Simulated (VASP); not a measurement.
# Ge (I4_1/amd) in VASP: single point with r2SCAN

Aim: the single point of Ge with r2SCAN.

Everything below comes from runs of VASP 6.6.1. Logs are shortened: lines on timing, memory, paths and dates and some standing lists are left out, and cuts for length are marked.

### 1 The cell of the first run

The structure is tetragonal, space group I4_1/amd (No. 141). Conventional cell: a = 3.839 Å, b = 3.839 Å, c = 5.841 Å, α = 90.00°, β = 90.00°, γ = 90.00°. Within 3.2 Å of Ge (site symmetry -4m2) lie 4 Ge at 2.41 Å.

### 2 Single point, r2SCAN (epitaxial xy strain -4.3%)

Contents of POSCAR:

```
Ge
1.0
    0.0000000000      2.7143205764      2.9202816127
    2.7143205764      0.0000000000      2.9202816127
    2.7143205764      2.7143205764      0.0000000000
Ge
2
Direct
    0.0000000000      0.0000000000      0.0000000000
    0.2500000000      0.2500000000      0.2500000000
```

Contents of INCAR.step1:

```
  PREC = Accurate
  ENCUT = 520
  ISMEAR = -1
  SIGMA = 0.02
  LREAL = F
  LASPH = T
  NELM = 80
  NBANDS = 21
  GGA = PE
  ALGO = Normal
  EDIFF = 1E-4
  LWAVE = T
  LCHARG = F
```

Contents of INCAR.step2:

```
  PREC = Accurate
  ENCUT = 520
  EDIFF = 1E-6
  ISMEAR = -1
  SIGMA = 0.02
  LREAL = F
  LASPH = T
  NELM = 80
  ALGO = Normal
  ISIF = 2
  LWAVE = F
  LCHARG = F
  METAGGA = R2SCAN
  LMIXTAU = T
  NBANDS = 21
  ISTART = 1
```

Contents of KPOINTS:

```
regular mesh
0
Gamma
  8 8 8
```

Potentials or basis: VASP PAW PBE potentials, release 64 (Ge_d).

Command:

```
$ cat potpaw_PBE.64/Ge_d/POTCAR > POTCAR
$ cp INCAR.step1 INCAR
$ mpirun -np 1 vasp_std > vasp.out
$ cp INCAR.step2 INCAR
$ mpirun -np 1 vasp_std > vasp.out
```

OUTCAR:

```text
PREC = Accurate
   ENCUT = 520
   EDIFF = 1E-6
   ISMEAR = -1
   LREAL = F
   LASPH = T
   NELM = 80
   ISIF = 2
   METAGGA = R2SCAN
   ISTART = 1

 ion  position               nearest neighbor table
   1  0.000  0.000  0.000-   2 2.41   2 2.41   2 2.41   2 2.41
   2  0.250  0.250  0.250-   1 2.41   1 2.41   1 2.41   1 2.41

  LATTYP: Found a body centered tetragonal cell.
 ALAT       =     3.8386289718
 C/A-ratio  =     1.5215232491

  Lattice vectors:

 A1 = (  -2.7143205764,   0.0000000000,   2.9202816127)
 A2 = (   2.7143205764,   0.0000000000,   2.9202816127)
 A3 = (   0.0000000000,   2.7143205764,  -2.9202816127)

Analysis of symmetry for initial positions (statically):
=====================================================================
 Subroutine PRICEL returns:
 Original cell was already a primitive cell.

 Routine SETGRP: Setting up the symmetry group for a
 body centered tetragonal supercell.

 Subroutine GETGRP returns: Found 16 space group operations
 (whereof  8 operations were pure point group operations)
 out of a pool of 16 trial point group operations.

The static configuration has the point symmetry D_2d.
 The point group associated with its full space group is D_4h.

Analysis of symmetry for dynamics (positions and initial velocities):
=====================================================================
 Subroutine PRICEL returns:
 Original cell was already a primitive cell.

 Routine SETGRP: Setting up the symmetry group for a
 body centered tetragonal supercell.

 Subroutine GETGRP returns: Found 16 space group operations
 (whereof  8 operations were pure point group operations)
 out of a pool of 16 trial point group operations.

The dynamic configuration has the point symmetry D_2d.
 The point group associated with its full space group is D_4h.

 Subroutine INISYM returns: Found 16 space group operations
 (whereof  8 operations are pure point group operations),
 and found     1 'primitive' translations

----------------------------------------------------------------------------------------

                                     Primitive cell

  volume of cell :      43.0306

  direct lattice vectors                    reciprocal lattice vectors
     0.000000000  2.714320576  2.920281613    -0.184208160  0.184208160  0.171216364
     2.714320576  0.000000000  2.920281613     0.184208160 -0.184208160  0.171216364
     2.714320576  2.714320576  0.000000000     0.184208160  0.184208160 -0.171216364

  length of vectors
     3.986926246  3.986926246  3.838628972     0.311737608  0.311737608  0.311737608

  position of ions in fractional coordinates (direct lattice)
     0.000000000  0.000000000  0.000000000
     0.250000000  0.250000000  0.250000000

  ion indices of the primitive-cell ions
   primitive index   ion index
                 1           1
                 2           2

----------------------------------------------------------------------------------------

 KPOINTS: regular mesh

Automatic generation of k-mesh.
 Grid dimensions read from file:
 generate k-points for:    8    8    8

 Generating k-lattice:

  Cartesian coordinates                     Fractional coordinates (reciprocal lattice)
    -0.023026020  0.023026020  0.021402046     0.125000000 -0.000000000  0.000000000
     0.023026020 -0.023026020  0.021402046    -0.000000000  0.125000000  0.000000000
     0.023026020  0.023026020 -0.021402046     0.000000000  0.000000000  0.125000000

  Length of vectors
     0.038967201  0.038967201  0.038967201

  Shift w.r.t. Gamma in fractional coordinates (k-lattice)
     0.000000000  0.000000000  0.000000000

 Subroutine IBZKPT returns following result:
 ===========================================

 Found     59 irreducible k-points:

 Following reciprocal coordinates:
            Coordinates               Weight
  0.000000  0.000000  0.000000      1.000000
  0.125000 -0.000000  0.000000      8.000000
  0.250000 -0.000000  0.000000      8.000000
  0.375000 -0.000000  0.000000      8.000000
  0.500000 -0.000000  0.000000      4.000000
  0.125000  0.125000  0.000000      2.000000
[... 16 lines left out ...]
  0.250000 -0.000000  0.125000     16.000000
  0.375000 -0.000000  0.125000     16.000000
 [... further k-points ...]
   k-points           NKPTS =     59   k-points in BZ     NKDIM =     59   number of bands    NBANDS=     21
   number of dos      NEDOS =    301   number of ions     NIONS =      2
   total plane-waves  NPLWV =  27000
   dimension x,y,z NGX =    30 NGY =   30 NGZ =   30
   dimension x,y,z NGXF=    60 NGYF=   60 NGZF=   60
   ions per type =               2
   NGX,Y,Z   is equivalent  to a cutoff of  12.51, 12.51, 12.99 a.u.
   NGXF,Y,Z  is equivalent  to a cutoff of  25.02, 25.02, 25.99 a.u.
 SYSTEM =  unknown system
   PREC   = accura    normal or accurate (medium, high low for compatibility)
   ISTART =      1    job   : 0-new  1-cont  2-samecut
   ICHARG =      0    charge: 1-file 2-atom 10-const
   ISPIN  =      1    spin polarized calculation?
   LNONCOLLINEAR =      F non collinear calculations
   LSORBIT =      F    spin-orbit coupling
   LASPH  =      T    aspherical Exc in radial PAW
   ENCUT  =  520.0 eV  38.22 Ry    6.18 a.u.   7.41  7.41  7.14*2*pi/ulx,y,z
   NELM   =     80;   NELMIN=  2; NELMDL=  0     # of ELM steps
   EDIFF  = 0.1E-05   stopping-criterion for ELM
   LREAL  =      F    real-space projection
   EDIFFG = 0.1E-04   stopping-criterion for IOM
   NSW    =      0    number of steps for IOM
   IBRION =     -1    ionic relax: 0-MD 1-quasi-New 2-CG
   NFREE  =      0    steps in history (QN), initial steepest desc. (CG)
   ISIF   =      2    stress and relaxation
   ISYM   =      2    0-nonsym 1-usesym 2-fastsym
   POTIM  = 0.5000    time-step for ionic-motion
   TEBEG  =    0.0;   TEEND  =   0.0 temperature during run
   PSTRESS=    0.0 pullay stress
   NELECT =      28.0000    total number of electrons
   NUPDOWN=      -1.0000    fix difference up-down
   EMIN   =  10.00;   EMAX   =-10.00  energy-range for DOS
   EFERMI =   0.00;   METHOD = LEGACY
   ISMEAR =    -1;   SIGMA  =   0.02  broadening in eV -4-tet -1-fermi 0-gaus
   EFERMI_NEDOS =   21; number of points for ismear=-14 and -15
   IALGO  =     38    algorithm
   IMIX   =      4    mixing-type and parameters
     AMIX     =   0.40;   BMIX     =  1.00
     AMIX_MAG =   1.60;   BMIX_MAG =  1.00
  volume/ion in A,a.u.               =      21.52       145.19
  Fermi-wavevector in a.u.,A,eV,Ry     =   1.418628  2.680818 27.381796  2.012505
  Thomas-Fermi vector in A             =   2.539734
   LORBIT       =      0    0 simple, 1 ext, 2 COOP (PROOUT), +10 PAW based schemes
   METAGGA = R2SCAN    functional components
   LHFCALC =     F    Hartree Fock is set to
   AEXX    =    0.0000 exact exchange contribution
   IVDW    =     0    specifies the selected vdW correction
   LEPSILON=     F    determine dielectric tensor
   LRPA    =     F    only Hartree local field effects (RPA)
 non-spin polarized calculation
  energy-cutoff  :      520.00
  volume of cell :       43.03
 maximum number of plane-waves:      1171
 NGX is ok and might be reduce to    30
   NGX = 15   NGY = 15   NGZ = 15

 number of electron      27.9999997 magnetization

 Free energy of the ion-electron system (eV)
  ---------------------------------------------------
  ext. energy  EPLUGINS =         0.00000000
  ---------------------------------------------------
  free energy    TOTEN  =       -27.65129321 eV

  energy without entropy =      -27.65128522  energy(sigma->0) =      -27.65128921

 E-fermi :   5.6594     XC(G=0): -11.0914

 val. band max:        5.5463808134   @ k =   0.0000   0.0000   0.0000
 cond. band min:       5.7946932314   @ k =   0.3750   0.0000   0.3750
 fundamental gap:      0.2483124180
 Fermi energy:         5.6594276664

 k-point     1 :       0.0000    0.0000    0.0000
  band No.  band energies     occupation
      1     -20.2612      2.00000
      2     -20.2611      2.00000
      3     -20.2390      2.00000
      4     -20.2158      2.00000
      5     -20.2049      2.00000
      6     -19.9879      2.00000
[... 13 lines left out ...]
     20      14.4846      0.00000
     21      15.7860      0.00000

 k-point     2 :       0.1250   -0.0000    0.0000
  band No.  band energies     occupation
      1     -20.2707      2.00000
      2     -20.2612      2.00000
      3     -20.2479      2.00000
      4     -20.1986      2.00000
      5     -20.1926      2.00000
      6     -19.9932      2.00000
[... 13 lines left out ...]
     20      13.8563      0.00000
     21      15.0238      0.00000

 k-point     3 :       0.2500   -0.0000    0.0000
  band No.  band energies     occupation
      1     -20.2844      2.00000
      2     -20.2661      2.00000
      3     -20.2468      2.00000
      4     -20.1755      2.00000
      5     -20.1737      2.00000
      6     -20.0029      2.00000
[... 13 lines left out ...]
     20      14.4347      0.00000
     21      14.5139      0.00000

 k-point     4 :       0.3750   -0.0000    0.0000
  band No.  band energies     occupation
      1     -20.2923      2.00000
      2     -20.2687      2.00000
      3     -20.2409      2.00000
      4     -20.1628      2.00000
      5     -20.1617      2.00000
      6     -20.0093      2.00000
[... 13 lines left out ...]
     20      15.3932      0.00000
     21      16.0088      0.00000

 k-point     5 :       0.5000   -0.0000    0.0000
  band No.  band energies     occupation
      1     -20.2946      2.00000
      2     -20.2688      2.00000
      3     -20.2382      2.00000
      4     -20.1601      2.00000
      5     -20.1579      2.00000
      6     -20.0112      2.00000
[... 13 lines left out ...]
     20      17.1370      0.00000
     21      17.5041      0.00000

 k-point     6 :       0.1250    0.1250    0.0000
  band No.  band energies     occupation
      1     -20.2694      2.00000
      2     -20.2694      2.00000
      3     -20.2612      2.00000
      4     -20.1948      2.00000
      5     -20.1752      2.00000
      6     -20.0233      2.00000
[... 13 lines left out ...]
     20      13.6576      0.00000
     21      16.4523      0.00000

 k-point     7 :       0.2500    0.1250    0.0000
  band No.  band energies     occupation
      1     -20.2812      2.00000
      2     -20.2805      2.00000
      3     -20.2588      2.00000
      4     -20.1794      2.00000
      5     -20.1479      2.00000
      6     -20.0475      2.00000
[... 13 lines left out ...]
     20      15.0829      0.00000
     21      15.8821      0.00000
[... 291 lines left out ...]
      1     -20.3171      2.00000
      2     -20.3092      2.00000
      3     -20.2091      2.00000
      4     -20.1454      2.00000
      5     -20.0889      2.00000
      6     -20.0682      2.00000
[... 13 lines left out ...]
     20      16.0429      0.00000
     21      19.5308      0.00000

 k-point    21 :       0.5000    0.5000    0.0000
  band No.  band energies     occupation
      1     -20.3091      2.00000
      2     -20.3091      2.00000
      3     -20.2131      2.00000
      4     -20.2131      2.00000
      5     -20.0754      2.00000
      6     -20.0754      2.00000
[... 13 lines left out ...]
     20      17.9326      0.00000
     21      19.2185      0.00000

 k-point    22 :       0.1250    0.0000    0.1250
  band No.  band energies     occupation
      1     -20.2662      2.00000
      2     -20.2657      2.00000
      3     -20.2451      2.00000
      4     -20.2040      2.00000
      5     -20.1822      2.00000
      6     -19.9990      2.00000
[... 13 lines left out ...]
     20      13.9046      0.00000
     21      15.0414      0.00000

 k-point    23 :       0.2500   -0.0000    0.1250
  band No.  band energies     occupation
      1     -20.2823      2.00000
      2     -20.2611      2.00000
      3     -20.2477      2.00000
      4     -20.1848      2.00000
      5     -20.1605      2.00000
      6     -20.0231      2.00000
[... 13 lines left out ...]
     20      14.9568      0.00000
     21      15.4573      0.00000

 k-point    24 :       0.3750   -0.0000    0.1250
  band No.  band energies     occupation
      1     -20.2961      2.00000
      2     -20.2681      2.00000
      3     -20.2330      2.00000
      4     -20.1643      2.00000
      5     -20.1470      2.00000
      6     -20.0335      2.00000
[... 13 lines left out ...]
     20      15.6508      0.00000
     21      16.7664      0.00000

 [... further k-points ...]

------------------------ aborting loop because EDIFF is reached ----------------------------------------

  FORCE on cell =-STRESS in cart. coord.  units (eV):
  Direction    XX          YY          ZZ          XY          YZ          ZX
  --------------------------------------------------------------------------------------
  -------------------------------------------------------------------------------------
  Total        1.9511541      1.9511541      0.0493391      0.0000000      0.0000000      0.0000000
  in kB       72.6482475     72.6482475      1.8370672      0.0000000      0.0000000      0.0000000
  external PRESSURE =      49.0445207 kB  Pullay stress =       0.0000000 kB

 VOLUME and BASIS-vectors are now :
 -----------------------------------------------------------------------------
  energy-cutoff  :      520.00
  volume of cell :       43.03
      direct lattice vectors                 reciprocal lattice vectors
     0.000000000  2.714320576  2.920281613    -0.184208160  0.184208160  0.171216364
     2.714320576  0.000000000  2.920281613     0.184208160 -0.184208160  0.171216364
     2.714320576  2.714320576  0.000000000     0.184208160  0.184208160 -0.171216364

 POSITION                                       TOTAL-FORCE (eV/Angst)
 -----------------------------------------------------------------------------------
      0.00000      0.00000      0.00000        -0.000000     -0.000000      0.000000
      1.35716      1.35716      1.46014         0.000000      0.000000     -0.000000
 -----------------------------------------------------------------------------------
    total drift:                                0.000000     -0.000000      0.000000

  FREE ENERGIE OF THE ION-ELECTRON SYSTEM (eV)
  ---------------------------------------------------
  free  energy   TOTEN  =       -27.6512932067 eV

  energy  without entropy=      -27.6512852154  energy(sigma->0) =      -27.65128921
```

It took 2.9 min on 1 thread of Intel Xeon Platinum 8259CL at 2.50GHz (Skylake/Cascade Lake), shared host; peak memory 0.19 GiB.

What came out:

```
Free energy            : -27.6513 eV
Pressure               : 4.9 GPa
Band gap on the k mesh : 0.25 eV (least direct gap 0.62 eV)
```

Stress tensor (GPa, compression positive):
```
7.26 0.00 0.00
0.00 7.26 0.00
0.00 0.00 0.18
```

Caveat: the cell differs from its parent crystal (epitaxial xy strain -4.3%); the cell stands under pressure; the PAW data sets were made with another functional, which shifts forces and pressure a little. A k mesh can miss the band edges.
